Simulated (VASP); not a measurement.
# Te2Mo in VASP: settings compared

Te2Mo is run at these levels: PBE+D3(BJ), PBE+D4, PBE+U; tasks: single point, relaxation of cell and atoms.

Program: VASP 6.6.1. These are calculated values, not measurements. Logs are shortened: lines on timing, memory, paths and dates and some standing lists are left out, and cuts for length are marked.

### Step 1. The cell of the first run

The cell holds a slab with vacuum, 6 atoms: a = 6.276 Å, b = 3.433 Å, c = 35.687 Å, α = 90.00°, β = 90.14°, γ = 90.00°.

### Step 2. Single point, PBE+D3(BJ)

INCAR reads:

```
ALGO = Normal ; EDIFF = 1E-6
ENCUT = 520 ; GGA = PE
ISIF = 2 ; ISMEAR = -1
IVDW = 12 ; LASPH = True
LCHARG = True ; LELF = True
LREAL = False ; LVHAR = True
LWAVE = False ; NBANDS = 35
NELM = 80 ; PREC = Accurate
SIGMA = 0.05
```

KPOINTS reads:

```
k-points
0
Gamma
  4 8 1
```

POSCAR reads:

```
Te2Mo
1.0
    6.2756307866      0.0000000000      0.0000000000
    0.0000000000      3.4333648200      0.0000000000
   -0.0845824159      0.0000000000     35.6869671492
Te Mo
4 2
Direct
    0.4292511000      0.7500000000      0.5407035800
    0.5707489000      0.2500000000      0.4592964200
    0.9208478700      0.2500000000      0.5565273200
    0.0791521300      0.7500000000      0.4434726800
    0.1813475600      0.2500000000      0.4974653700
    0.8186524400      0.7500000000      0.5025346300
```

Potentials or basis: VASP PAW PBE potentials, release 64 (Te, Mo_sv).

The run is started by

```sh
> cat potpaw_PBE.64/Te/POTCAR potpaw_PBE.64/Mo_sv/POTCAR > POTCAR
> mpirun -np 1 vasp_std > vasp.out
```

OUTCAR:

```text
EDIFF = 1E-6
   ENCUT = 520
   GGA = PE
   ISIF = 2
   ISMEAR = -1
   IVDW = 12
   LASPH = True
   LREAL = False
   NELM = 80
   PREC = Accurate
 IVDW          = 12

 ion  position               nearest neighbor table
   1  0.429  0.750  0.541-   5 2.78   5 2.78   6 2.80   2 3.49   2 3.49   3 3.57   3 3.57   3 3.67
                             3 3.67
   2  0.571  0.250  0.459-   6 2.78   6 2.78   5 2.80   1 3.49   1 3.49   4 3.57   4 3.57   4 3.67
                             4 3.67
   3  0.921  0.250  0.557-   6 2.66   6 2.66   5 2.67   1 3.57   1 3.57   1 3.67   1 3.67
   4  0.079  0.750  0.443-   5 2.66   5 2.66   6 2.67   2 3.57   2 3.57   2 3.67   2 3.67
   5  0.181  0.250  0.497-   4 2.66   4 2.66   3 2.67   1 2.78   1 2.78   2 2.80   6 2.86   6 2.86

   6  0.819  0.750  0.503-   3 2.66   3 2.66   4 2.67   2 2.78   2 2.78   1 2.80   5 2.86   5 2.86

  LATTYP: Found a simple monoclinic cell.
 ALAT       =     6.2756307866
 B/A-ratio  =     0.5470947761
 C/A-ratio  =     5.6866104138
 COS(beta)  =    -0.0023701139

  Lattice vectors:

 A1 = (   6.2756307866,   0.0000000000,   0.0000000000)
 A2 = (   0.0000000000,   3.4333648200,   0.0000000000)
 A3 = (  -0.0845824159,   0.0000000000,  35.6869671492)

Analysis of symmetry for initial positions (statically):
=====================================================================
 Subroutine PRICEL returns:
 Original cell was already a primitive cell.

 Routine SETGRP: Setting up the symmetry group for a
 simple monoclinic supercell.

 Subroutine GETGRP returns: Found  4 space group operations
 (whereof  2 operations were pure point group operations)
 out of a pool of  4 trial point group operations.

The static configuration has the point symmetry S_2 .
 The point group associated with its full space group is C_2h.

Analysis of symmetry for dynamics (positions and initial velocities):
=====================================================================
 Subroutine PRICEL returns:
 Original cell was already a primitive cell.

 Routine SETGRP: Setting up the symmetry group for a
 simple monoclinic supercell.

 Subroutine GETGRP returns: Found  4 space group operations
 (whereof  2 operations were pure point group operations)
 out of a pool of  4 trial point group operations.

The dynamic configuration has the point symmetry S_2 .
 The point group associated with its full space group is C_2h.

 Subroutine INISYM returns: Found  4 space group operations
 (whereof  2 operations are pure point group operations),
 and found     1 'primitive' translations

----------------------------------------------------------------------------------------

                                     Primitive cell

  volume of cell :     768.9303

  direct lattice vectors                    reciprocal lattice vectors
     6.275630787  0.000000000  0.000000000     0.159346532  0.000000000  0.000377670
     0.000000000  3.433364820  0.000000000     0.000000000  0.291259465  0.000000000
    -0.084582416  0.000000000 35.686967149     0.000000000  0.000000000  0.028021434

  length of vectors
     6.275630787  3.433364820 35.687067384     0.159346979  0.291259465  0.028021434

  position of ions in fractional coordinates (direct lattice)
     0.429251100  0.750000000  0.540703580
     0.570748900  0.250000000  0.459296420
     0.920847870  0.250000000  0.556527320
     0.079152130  0.750000000  0.443472680
     0.181347560  0.250000000  0.497465370
     0.818652440  0.750000000  0.502534630

  ion indices of the primitive-cell ions
   primitive index   ion index
                 1           1
                 2           2
                 3           3
                 4           4
                 5           5
                 6           6

----------------------------------------------------------------------------------------

 KPOINTS: k-points

Automatic generation of k-mesh.
 Grid dimensions read from file:
 generate k-points for:    4    8    1

 Generating k-lattice:

  Cartesian coordinates                     Fractional coordinates (reciprocal lattice)
     0.039836633  0.000000000  0.000094418     0.250000000  0.000000000  0.000000000
     0.000000000  0.036407433  0.000000000     0.000000000  0.125000000  0.000000000
     0.000000000  0.000000000  0.028021434     0.000000000  0.000000000  1.000000000

  Length of vectors
     0.039836745  0.036407433  0.028021434

  Shift w.r.t. Gamma in fractional coordinates (k-lattice)
     0.000000000  0.000000000  0.000000000

 Subroutine IBZKPT returns following result:
 ===========================================

 Found     15 irreducible k-points:

 Following reciprocal coordinates:
            Coordinates               Weight
  0.000000  0.000000  0.000000      1.000000
  0.250000  0.000000  0.000000      2.000000
  0.500000  0.000000  0.000000      1.000000
  0.000000  0.125000  0.000000      2.000000
  0.250000  0.125000  0.000000      4.000000
  0.500000  0.125000  0.000000      2.000000
  0.000000  0.250000  0.000000      2.000000
  0.250000  0.250000  0.000000      4.000000
  0.500000  0.250000  0.000000      2.000000
  0.000000  0.375000  0.000000      2.000000
  0.250000  0.375000  0.000000      4.000000
  0.500000  0.375000  0.000000      2.000000
  0.000000  0.500000  0.000000      1.000000
  0.250000  0.500000  0.000000      2.000000
  0.500000  0.500000  0.000000      1.000000
   k-points           NKPTS =     15   k-points in BZ     NKDIM =     15   number of bands    NBANDS=     35
   number of dos      NEDOS =    301   number of ions     NIONS =      6
   total plane-waves  NPLWV = 362880
   dimension x,y,z NGX =    48 NGY =   28 NGZ =  270
   dimension x,y,z NGXF=    96 NGYF=   56 NGZF=  540
   ions per type =               4   2
   NGX,Y,Z   is equivalent  to a cutoff of  12.72, 13.56, 12.58 a.u.
   NGXF,Y,Z  is equivalent  to a cutoff of  25.43, 27.12, 25.16 a.u.
 SYSTEM =  unknown system
   PREC   = accura    normal or accurate (medium, high low for compatibility)
   ISTART =      0    job   : 0-new  1-cont  2-samecut
   ICHARG =      2    charge: 1-file 2-atom 10-const
   ISPIN  =      1    spin polarized calculation?
   LNONCOLLINEAR =      F non collinear calculations
   LSORBIT =      F    spin-orbit coupling
   LASPH  =      T    aspherical Exc in radial PAW
   ENCUT  =  520.0 eV  38.22 Ry    6.18 a.u.  11.67  6.38 66.35*2*pi/ulx,y,z
   NELM   =     80;   NELMIN=  2; NELMDL= -5     # of ELM steps
   EDIFF  = 0.1E-05   stopping-criterion for ELM
   LREAL  =      F    real-space projection
   EDIFFG = 0.1E-04   stopping-criterion for IOM
   NSW    =      0    number of steps for IOM
   IBRION =     -1    ionic relax: 0-MD 1-quasi-New 2-CG
   NFREE  =      0    steps in history (QN), initial steepest desc. (CG)
   ISIF   =      2    stress and relaxation
   ISYM   =      2    0-nonsym 1-usesym 2-fastsym
   POTIM  = 0.5000    time-step for ionic-motion
   TEBEG  =    0.0;   TEEND  =   0.0 temperature during run
   PSTRESS=    0.0 pullay stress
   NELECT =      52.0000    total number of electrons
   NUPDOWN=      -1.0000    fix difference up-down
   EMIN   =  10.00;   EMAX   =-10.00  energy-range for DOS
   EFERMI =   0.00;   METHOD = LEGACY
   ISMEAR =    -1;   SIGMA  =   0.05  broadening in eV -4-tet -1-fermi 0-gaus
   EFERMI_NEDOS =   21; number of points for ismear=-14 and -15
   IALGO  =     38    algorithm
   IMIX   =      4    mixing-type and parameters
     AMIX     =   0.40;   BMIX     =  1.00
     AMIX_MAG =   1.60;   BMIX_MAG =  1.00
  volume/ion in A,a.u.               =     128.16       864.83
  Fermi-wavevector in a.u.,A,eV,Ry     =   0.666981  1.260412  6.052742  0.444864
  Thomas-Fermi vector in A             =   1.741449
   LORBIT       =      0    0 simple, 1 ext, 2 COOP (PROOUT), +10 PAW based schemes
   GGA     = PE    functional components
   LHFCALC =     F    Hartree Fock is set to
   AEXX    =    0.0000 exact exchange contribution
   IVDW    =    12    specifies the selected vdW correction
   LEPSILON=     F    determine dielectric tensor
   LRPA    =     F    only Hartree local field effects (RPA)
 non-spin polarized calculation
  energy-cutoff  :      520.00
  volume of cell :      768.93
 maximum number of plane-waves:     20777
 NGX is ok and might be reduce to    48
   NGX = 23   NGY = 13   NGZ =133

 number of electron      51.9999997 magnetization

 Free energy of the ion-electron system (eV)
  ---------------------------------------------------
  ext. energy  EPLUGINS =         0.00000000
  ---------------------------------------------------
  free energy    TOTEN  =       -35.85799641 eV

  energy without entropy =      -35.84932304  energy(sigma->0) =      -35.85365973

 E-fermi :  -2.0811     XC(G=0):  -2.3649

 val. band max:       -2.2226490048   @ k =   0.0000   0.1250   0.0000
 cond. band min:      -2.0750420905   @ k =   0.0000   0.1250   0.0000
 fundamental gap:      0.1476069143
 Fermi energy:        -2.0810740631

 k-point     1 :       0.0000    0.0000    0.0000
  band No.  band energies     occupation
      1     -63.0428      2.00000
      2     -62.9743      2.00000
      3     -37.3254      2.00000
      4     -37.2595      2.00000
      5     -37.2064      2.00000
      6     -37.0735      2.00000
[... 27 lines left out ...]
     34       1.5536      0.00000
     35       1.8570      0.00000

 k-point     2 :       0.2500    0.0000    0.0000
  band No.  band energies     occupation
      1     -63.0426      2.00000
      2     -62.9745      2.00000
      3     -37.3208      2.00000
      4     -37.2590      2.00000
      5     -37.2065      2.00000
      6     -37.0740      2.00000
[... 27 lines left out ...]
     34       1.7323      0.00000
     35       2.0719      0.00000
[... 454 lines left out ...]
     34       1.6106      0.00000
     35       3.0603      0.00000

 k-point    15 :       0.5000    0.5000    0.0000
  band No.  band energies     occupation
      1     -63.0015      2.00000
      2     -63.0015      2.00000
      3     -37.3899      2.00000
      4     -37.3899      2.00000
      5     -37.1471      2.00000
      6     -37.1471      2.00000
[... 27 lines left out ...]
     34       1.5547      0.00000
     35       2.6019      0.00000

------------------------ aborting loop because EDIFF is reached ----------------------------------------

 Edisp (eV)   -2.40636

 E8    (eV) :    -1.1736

  FORCE on cell =-STRESS in cart. coord.  units (eV):
  Direction    XX          YY          ZZ          XY          YZ          ZX
  --------------------------------------------------------------------------------------
  -------------------------------------------------------------------------------------
  Total       2.19153     1.36430     4.38772     0.00000     0.00000     0.10292
  in kB       4.56637     2.84271     9.14245     0.00000     0.00000     0.21445
  external pressure =        5.52 kB  Pullay stress =        0.00 kB

 VOLUME and BASIS-vectors are now :
 -----------------------------------------------------------------------------
  energy-cutoff  :      520.00
  volume of cell :      768.93
      direct lattice vectors                 reciprocal lattice vectors
     6.275630787  0.000000000  0.000000000     0.159346532  0.000000000  0.000377670
     0.000000000  3.433364820  0.000000000     0.000000000  0.291259465  0.000000000
    -0.084582416  0.000000000 35.686967149     0.000000000  0.000000000  0.028021434

 POSITION                                       TOTAL-FORCE (eV/Angst)
 -----------------------------------------------------------------------------------
      2.64809      2.57502     19.29607         0.094643      0.000000      0.377613
      3.54296      0.85834     16.39090        -0.094643     -0.000000     -0.377613
      5.73183      0.85834     19.86077        -0.032255      0.000000      0.824620
      0.45922      2.57502     15.82619         0.032255      0.000000     -0.824620
      1.09599      0.85834     17.75303         0.234612     -0.000000      0.070764
      5.09505      2.57502     17.93394        -0.234612      0.000000     -0.070764
 -----------------------------------------------------------------------------------
    total drift:                                0.000000     -0.000000     -0.000000

  FREE ENERGIE OF THE ION-ELECTRON SYSTEM (eV)
  ---------------------------------------------------
  free  energy   TOTEN  =       -38.2643530639 eV

  energy  without entropy=      -38.2556796905  energy(sigma->0) =      -38.26001638
```

Run time: 10 min. Hardware: 1 thread of Intel Xeon 6975P-C (Granite Rapids), shared host; peak memory 0.89 GiB.

What came out:

```
Free energy                : -38.2644 eV
Largest force              : 0.825 eV/Å
Band gap on the k mesh     : zero (bands 26 and 27 overlap by 0.21 eV)
Dispersion energy per atom : -0.401 eV
```

Forces in eV/Å, atoms in the order of the input:
```
Te   0.095  0.000  0.378
Te  -0.095  0.000 -0.378
Te  -0.032  0.000  0.825
Te   0.032  0.000 -0.825
Mo   0.235  0.000  0.071
Mo  -0.235  0.000 -0.071
```

Levels at points of the mesh, in eV from the Fermi level:
| k point | band 22 | band 23 | band 24 | band 25 | band 26 | band 27 | band 28 | band 29 | band 30 | band 31 |
| --- | --- | --- | --- | --- | --- | --- | --- | --- | --- | --- |
| (0.00, 0.00, 0.00) | -1.32 | -0.99 | -0.61 | -0.30 | 0.21 | 0.68 | 1.16 | 1.81 | 2.21 | 2.41 |
| (0.50, 0.00, 0.00) | -1.35 | -1.30 | -0.82 | -0.82 | -0.67 | 0.10 | 1.19 | 1.53 | 1.93 | 3.00 |
| (0.00, 0.50, 0.00) | -2.65 | -1.64 | -1.64 | -1.43 | -1.43 | 1.25 | 1.25 | 1.52 | 1.52 | 2.10 |
| (0.50, 0.50, 0.00) | -2.38 | -1.76 | -1.76 | -0.86 | -0.86 | 1.17 | 1.17 | 1.99 | 1.99 | 2.42 |

Caveat: there is no dipole correction, which matters where the two faces differ; spin-orbit coupling is left out, which moves the levels of the heavy elements.

### Step 3. Relaxation of cell and atoms, PBE+D4

This run uses another cell than the first one.

INCAR reads:

```
SYSTEM = Te2Mo
PREC = Accurate
ENCUT = 600
EDIFF = 1E-6
ISMEAR = -1
SIGMA = 0.05
LREAL = .False.
LASPH = .True.
NELM = 60
ALGO = Normal
ISIF = 3
LWAVE = .False.
LCHARG = .False.
GGA = PE
IVDW = 13
IBRION = 2
NSW = 60
EDIFFG = -0.01
```

KPOINTS reads:

```
Automatic mesh
0
Gamma
  4 8 1
  0 0 0
```

POSCAR, as its differences from that of step 2:

```diff
@@ -2,5 +2,5 @@
 1.0
-    6.2756307866      0.0000000000      0.0000000000
-    0.0000000000      3.4333648200      0.0000000000
-   -0.0845824159      0.0000000000     35.6869671492
+    6.3616090156      0.0000000000      0.0000000000
+    0.0000000000      3.4804030600      0.0000000000
+   -0.0857412231      0.0000000000     36.1758904685
 Te Mo
```

Potentials or basis: VASP PAW PBE potentials, release 64 (Te, Mo_sv).

The run is started by

```sh
> cat potpaw_PBE.64/Te/POTCAR potpaw_PBE.64/Mo_sv/POTCAR > POTCAR
> mpirun -np 1 vasp_std > vasp.out
```

OUTCAR:

```text
SYSTEM = Te2Mo
   PREC = Accurate
   ENCUT = 600
   EDIFF = 1E-6
   ISMEAR = -1
   LREAL = .False.
   LASPH = .True.
   NELM = 60
   ISIF = 3
   GGA = PE
   IVDW = 13
   IBRION = 2
   NSW = 60
   EDIFFG = -0.01

 ion  position               nearest neighbor table
   1  0.429  0.750  0.541-   5 2.82   5 2.82   6 2.84   2 3.54   2 3.54   3 3.62   3 3.62
   2  0.571  0.250  0.459-   6 2.82   6 2.82   5 2.84   1 3.54   1 3.54   4 3.62   4 3.62
   3  0.921  0.250  0.557-   6 2.69   6 2.69   5 2.71   1 3.62   1 3.62
   4  0.079  0.750  0.443-   5 2.69   5 2.69   6 2.71   2 3.62   2 3.62
   5  0.181  0.250  0.497-   4 2.69   4 2.69   3 2.71   1 2.82   1 2.82   2 2.84   6 2.90   6 2.90

   6  0.819  0.750  0.503-   3 2.69   3 2.69   4 2.71   2 2.82   2 2.82   1 2.84   5 2.90   5 2.90

  LATTYP: Found a simple monoclinic cell.
 ALAT       =     6.3616090156
 B/A-ratio  =     0.5470947761
 C/A-ratio  =     5.6866104138
 COS(beta)  =    -0.0023701139
[... 311 lines left out ...]

[... ionic steps 4 to 16 ...]

--------------------------------------- Ionic step       17  -------------------------------------------

 number of electron      52.0000000 magnetization

------------------------ aborting loop because EDIFF is reached ----------------------------------------
[... 83 lines left out ...]
--------------------------------------- Ionic step       19  -------------------------------------------

 number of electron      52.0000000 magnetization

 Free energy of the ion-electron system (eV)
  ---------------------------------------------------
  ext. energy  EPLUGINS =         0.00000000
  ---------------------------------------------------
  free energy    TOTEN  =       -35.94318260 eV

  energy without entropy =      -35.93118822  energy(sigma->0) =      -35.93718541

 E-fermi :  -2.0530     XC(G=0):  -2.3217

 val. band max:       -2.0655831227   @ k =   0.5000   0.0000   0.0000
 cond. band min:      -2.0201933721   @ k =   0.0000   0.1250   0.0000
 fundamental gap:      0.0453897506
 Fermi energy:        -2.0530094612

 k-point     1 :       0.0000    0.0000    0.0000
  band No.  band energies     occupation
      1     -63.0767      2.00000
      2     -63.0145      2.00000
      3     -37.3328      2.00000
      4     -37.2534      2.00000
      5     -37.2310      2.00000
      6     -37.0936      2.00000
[... 536 lines left out ...]
  FREE ENERGIE OF THE ION-ELECTRON SYSTEM (eV)
  ---------------------------------------------------
  free  energy   TOTEN  =       -38.5595446261 eV

  energy  without entropy=      -38.5475502504  energy(sigma->0) =      -38.55354744

 reached required accuracy - stopping structural energy minimisation
```

OSZICAR:

```text
N       E                     dE             d eps       ncg     rms          rms(c)
DAV:   1     0.461554844077E+03    0.46155E+03   -0.22804E+04  1186   0.133E+03
DAV:   2     0.140227352940E+02   -0.44753E+03   -0.44093E+03  1326   0.263E+02
DAV:   3    -0.347978344346E+02   -0.48821E+02   -0.48156E+02  1133   0.823E+01
[... 195 lines left out ...]
DAV:   1    -0.359431865783E+02   -0.66942E-03   -0.53730E-03   930   0.484E-01    0.571E-02
DAV:   2    -0.359431916485E+02   -0.50702E-05   -0.33771E-04  1128   0.106E-01    0.176E-02
DAV:   3    -0.359431862303E+02    0.54183E-05   -0.67097E-05  1198   0.372E-02    0.208E-02
DAV:   4    -0.359431835517E+02    0.26786E-05   -0.80592E-06  1059   0.145E-02    0.779E-03
DAV:   5    -0.359431825991E+02    0.95259E-06   -0.69718E-06  1098   0.141E-02
  19 F= -.38559545E+02 E0= -.38553547E+02  d E =-.331782E-04
```

It took 69 min on 1 thread of AMD EPYC 9R14 (Zen 4), shared host; peak memory 1.2 GiB.

Results:

- Free energy: -38.5595 eV
- Relaxed cell: a = 6.324 Å, b = 3.408 Å, c = 36.403 Å, α = 90.00°, β = 89.82°, γ = 90.00°
- Space group after relaxing (to 0.1 Å): P2_1/m (No. 11)
- Energy gained by relaxing: 5.8 meV/atom
- Ionic steps: 19
- Largest force after relaxing: 0.005 eV/Å
- Band gap on the k mesh: zero (bands 26 and 27 overlap by 0.37 eV)
- Dispersion energy per atom: -0.436 eV

Forces in eV/Å, atoms in the order of the input:
```
Te   0.001  0.000  0.000
Te  -0.001  0.000  0.000
Te  -0.003  0.000 -0.003
Te   0.003  0.000  0.003
Mo  -0.004  0.000 -0.003
Mo   0.004  0.000  0.003
```

The path:
```tsv
step	energy change (eV)	largest force (eV/Å)	pressure (GPa)	volume (Å³)
1	0.0000	0.0814	-0.28	800.97
2	-0.0128	0.3840	0.62	773.91
3	-0.0259	0.2325	0.09	783.90
4	-0.0319	0.1487	-0.05	785.76
5	-0.0330	0.0442	-0.01	785.23
6	-0.0340	0.0376	0.02	784.40
7	-0.0341	0.0515	0.03	784.23
8	-0.0344	0.0325	-0.04	785.96
9	-0.0344	0.0364	-0.02	785.55
10	-0.0346	0.0206	0.00	784.79
11	-0.0346	0.0214	0.01	784.75
12	-0.0347	0.0162	-0.01	784.93
13	-0.0347	0.0163	-0.01	784.92
14	-0.0347	0.0148	0.00	784.45
15	-0.0347	0.0137	0.01	784.24
16	-0.0347	0.0142	0.01	784.34
17	-0.0347	0.0144	0.01	784.40
18	-0.0347	0.0149	0.01	784.42
19	-0.0348	0.0048	-0.01	784.56
```

Final structure:
```
CELL_PARAMETERS angstrom
6.32415 0.00000 0.01757
0.00000 3.40789 0.00000
0.01632 0.00000 36.40331
ATOMIC_POSITIONS crystal
Te 0.43053 0.75000 0.54094
Te 0.56947 0.25000 0.45906
Te 0.92061 0.25000 0.55672
Te 0.07939 0.75000 0.44328
Mo 0.18286 0.25000 0.49766
Mo 0.81714 0.75000 0.50234
```

Caveat: there is no dipole correction, which matters where the two faces differ; the relaxation moved the vacuum too, so the length across it says nothing of the material; spin-orbit coupling is left out, which moves the levels of the heavy elements.

(Continued in part 2 of 2.)

The gap in the log of VASP goes by the Fermi energy; the results here count the filled bands.